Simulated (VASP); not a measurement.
Crystal: Ta.

```
Ta
1.0
     0.00000    2.11151    2.11151
     2.11151    0.00000    2.11151
     2.11151    2.11151    0.00000
Ta
1
Cartesian
  0.0000 0.0000 0.0000
```

This isn't the form of Ta at room conditions, which is bcc.

Base run:

* Program: VASP 6.6.1
* Functional: PBE
* Potentials or basis: VASP PAW PBE potentials, release 64 (Ta_pv)
* Cutoff: 520 eV
* k mesh: 18 × 18 × 18
* Occupations: gaussian, width 0.1 eV
* Spin: no spin polarisation

Its results: band gap on the k mesh zero (an odd number of electrons rules out a gap without spin polarisation); pressure 0.0 GPa.

The run is repeated on the same cell with these changes: functional from PBE to r2SCAN; further incar settings from ALGO = Normal; EDIFF = 1e-07; NBANDS = 12 to ALGO = Normal; EDIFF = 1e-06; NBANDS = 12. What comes out?

Band gap on the k mesh zero (an odd number of electrons rules out a gap without spin polarisation); pressure -1.6 GPa.

Caveats: spin-orbit coupling is left out, which moves the levels of the heavy elements; the PAW data sets were made with another functional, which shifts forces and pressure a little (at least some runs).
